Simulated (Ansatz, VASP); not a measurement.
H: VASP beside Ansatz

```xyz
2
Lattice="1.9323 0.0000 0.0000 -0.9661 1.6734 0.0000 0.0000 0.0000 1.9047" Properties=species:S:1:pos:R:3 pbc="T T T"
H     0.0354    1.1510    0.4762
H     0.9661    0.5578    1.4285
```

Alike in both runs: task single point; functional PBE; k mesh 17 × 17 × 9; occupations fermi-dirac, width 0.05 eV; no spin polarisation.

|  | VASP | Ansatz |
| --- | --- | --- |
| version | VASP 6.6.1 | Ansatz 0.2.0 |
| potentials or method | VASP PAW PBE potentials, release 64 (H), cutoff 500 eV | all-electron LAPW, scalar-relativistic |

Ansatz gave:

* pressure (GPa): 0.1
* traceless stress, the component that is largest in VASP (GPa): 1.62
* rms of the force components (eV/Å): 0.159

Question: Which values does VASP return?

Answer: Pressure (GPa): -0.4; traceless stress, the component that is largest in VASP (GPa): 1.59; rms of the force components (eV/Å): 0.159.

Atom by atom the forces differ by 0.001 eV/Å (rms over components). Ansatz ran all-electron here, and VASP with PAW potentials.

The k mesh is coarse, so the values compare programs but aren't converged.
